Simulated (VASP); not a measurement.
Si3Mo:

```
Si Mo
1.0
     3.87203    0.00000    0.00000
     0.00000    3.87203    0.00000
     0.00000    0.00000    3.87203
Si Mo
3 1
Direct
  0.00000 0.50000 0.50000
  0.50000 0.00000 0.50000
  0.50000 0.50000 0.00000
  0.00000 0.00000 0.00000
```

| Property | Result |
| --- | --- |
| Program | VASP 6.6.1 |
| Task | relaxation of cell and atoms |
| Functional | PBE |
| Potentials or basis | VASP PAW PBE potentials, release 64 (Si, Mo_sv) |
| Cutoff | 600 eV |
| k mesh | 4 × 4 × 4 |
| Occupations | gaussian, width 0.1 eV |
| Spin | no spin polarisation |

At the start: pressure -5.1 GPa; volume 14.51 Å³/atom.

Problem. Where does the relaxation end?

Solution. Over 3 steps the energy falls by 8.3 meV/atom and the volume is 14.01 Å³/atom (-3.4 %); space group Pm-3m (No. 221, to 0.05 Å).

The path:
```csv
step,energy change (eV),largest force (eV/Å),pressure (GPa),volume (Å³)
1,0.0000,0.0000,-5.12,58.05
2,-0.0028,0.0000,5.58,54.24
3,-0.0333,0.0000,-0.03,56.05
```

Final structure:
```yaml
crystal:
  lattice:
    - [3.82709, 0.00000, 0.00000]
    - [0.00000, 3.82709, 0.00000]
    - [0.00000, 0.00000, 3.82709]
  atoms:
    - { symbol: Si, position: [0.00000, 0.50000, 0.50000] }
    - { symbol: Si, position: [0.50000, 0.00000, 0.50000] }
    - { symbol: Si, position: [0.50000, 0.50000, 0.00000] }
    - { symbol: Mo, position: [0.00000, 0.00000, 0.00000] }
```

Caveat: the k points lie up to 0.41 Å⁻¹ apart in the final cell.
